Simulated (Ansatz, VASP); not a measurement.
Two plane-wave programs on SiC

```
CELL_PARAMETERS angstrom
1.26693 0.73146 7.17825
-1.26693 0.73146 7.17825
0.00000 -1.46293 7.17825
ATOMIC_POSITIONS crystal
C 0.17672 0.17672 0.17672
C 0.82328 0.82328 0.82328
Si 0.72860 0.72860 0.72860
Si 0.27140 0.27140 0.27140
```

Alike in both runs: task single point; functional PBE; k mesh 8 × 8 × 8; occupations fermi-dirac, width 0.001 eV; no spin polarisation.

```csv
,VASP,Ansatz
version,VASP 6.6.1,Ansatz 0.2.0
potentials or method,"VASP PAW PBE potentials, release 64 (C, Si)",plane waves
plane-wave cutoff (eV),520,420
valence electrons in the cell,16,16
```

VASP gave:

| Property | Result |
| --- | --- |
| pressure (GPa) | 3.5 |
| rms of the force components (eV/Å) | 0.156 |

Question: Which values does Ansatz return?

Answer: Pressure (GPa): 3.3; rms of the force components (eV/Å): 0.159.
